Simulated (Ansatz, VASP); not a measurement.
CsBe3S3 in VASP and in Ansatz

```
Cs Be S
1.0
     6.21809    0.00000    0.00000
     0.00000    6.21809    0.00000
     0.00000    0.00000    6.21809
Cs Be S
2 6 6
Direct
  0.50000 0.50000 0.50000
  0.00000 0.00000 0.00000
  0.50000 0.00000 0.75000
  0.75000 0.50000 0.00000
  0.00000 0.75000 0.50000
  0.50000 0.00000 0.25000
  0.25000 0.50000 0.00000
  0.00000 0.25000 0.50000
  0.00000 0.50000 0.75000
  0.75000 0.00000 0.50000
  0.50000 0.75000 0.00000
  0.00000 0.50000 0.25000
  0.25000 0.00000 0.50000
  0.50000 0.25000 0.00000
```

Alike in both runs: functional PBE; k mesh 6 × 6 × 6; occupations gaussian, width 0.1 eV; no spin polarisation.

Ansatz relaxed the structure, and its values are those at the end. VASP's run is a single point on that final structure, the one shown.

```csv
,VASP,Ansatz
version,VASP 6.6.1,Ansatz 0.2.0
potentials or method,"VASP PAW PBE potentials, release 64 (Cs_sv, Be, S), cutoff 520 eV","scalar-relativistic, plane waves, PAW"
valence electrons in the cell,66,66
```

VASP gave:

* gap on the k mesh at the Fermi level (eV): none
* pressure (GPa): 0.1

Q: Which values does Ansatz return?

A: gap on the k mesh at the Fermi level (eV): none; pressure (GPa): 0.0.

A gap of «none» marks a metal or a gap that the smearing closes.

Neither program's run includes spin-orbit coupling.
